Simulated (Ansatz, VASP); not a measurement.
## Two plane-wave programs on Hf

The input INCAR:

```
SYSTEM = Hf
ALGO = Normal ; EDIFF = 1E-6
ENCUT = 520 ; ISIF = 2
ISMEAR = 0 ; LASPH = .True.
LCHARG = .False. ; LREAL = .False.
LWAVE = .False. ; NBANDS = 11
NELM = 80 ; PREC = Accurate
SIGMA = 0.15
```

Contents of KPOINTS:

```
k-points
0
Gamma
  20 20 20
  0 0 0
```

Contents of POSCAR:

```
Hf
1.0
    0.0000000000      2.2903981983      1.8167438509
    2.2903981983      0.0000000000      1.8167438509
    2.2903981983      2.2903981983      0.0000000000
Hf
1
Direct
    0.0000000000      0.0000000000      0.0000000000
```

Input for Ansatz:

```yaml
crystal:
  lattice:
    - [0.0, 2.2903981983, 1.8167438509]
    - [2.2903981983, 0.0, 1.8167438509]
    - [2.2903981983, 2.2903981983, 0.0]
  atoms:
    - { symbol: Hf, position: [0.0, 0.0, 0.0] }
basis:
  ecutwfc: 420
kpoints:
  mp_grid: { grid: [20, 20, 20] }
hamiltonian:
  xc: lda
scf:
  occupations: { method: gaussian, width: 0.15 }
output:
  forces: true
  stress: true
  eigenvalues: true
```

Alike in both runs: task single point; functional LDA; k mesh 20 × 20 × 20; occupations gaussian, width 0.15 eV; no spin polarisation.

|  | VASP | Ansatz |
| --- | --- | --- |
| version | VASP 6.6.1 | Ansatz 0.2.0 |
| potentials or method | VASP PAW LDA potentials, release 64 (Hf_pv), cutoff 520 eV | scalar-relativistic, plane waves, PAW |
| valence electrons in the cell | 10 | 26 |

Ansatz gave:

| Quantity | Value |
| --- | --- |
| gap on the k mesh at the Fermi level (eV) | none |
| pressure (GPa) | 9.3 |
| traceless stress, the component that is largest in VASP (GPa) | 1.07 |

Task: Which values does VASP return?

Result: gap on the k mesh at the Fermi level (eV): none; pressure (GPa): 9.5; traceless stress, the component that is largest in VASP (GPa): 1.19.

LDA's correlation is that of Perdew and Zunger in VASP and of Perdew and Wang (1992) in Ansatz. A gap of «none» marks a metal or a gap that the smearing closes. VASP's potentials hold 10 valence electrons a cell and Ansatz's 26, so a difference there can come from the potentials and not from the codes.

Neither program's run includes spin-orbit coupling.
